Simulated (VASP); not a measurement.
Here is a VASP 6.6.1 calculation.

Contents of INCAR:

```
SYSTEM = V
ALGO = Normal
EDIFF = 1E-6
ENCUT = 520
GGA = PE
ISIF = 2
ISMEAR = 0
LASPH = .True.
LCHARG = .True.
LELF = .True.
LREAL = .False.
LVHAR = .True.
LWAVE = .False.
NBANDS = 12
NELM = 60
PREC = Accurate
SIGMA = 0.1
```

KPOINTS

```
k-points
0
Gamma
  18 18 18
  0 0 0
```

Contents of POSCAR:

```
V
1.0
    0.0000000000      1.9082527159      1.9082527159
    1.9082527159      0.0000000000      1.9082527159
    1.9082527159      1.9082527159      0.0000000000
V
1
Direct
    0.0000000000      0.0000000000      0.0000000000
```

Potentials or basis: VASP PAW PBE potentials, release 64 (V_sv).

Command:

```sh
$ cat potpaw_PBE.64/V_sv/POTCAR > POTCAR
$ mpirun -np 1 vasp_std > vasp.out
```

What does it give for the pressure?

0.2 GPa.
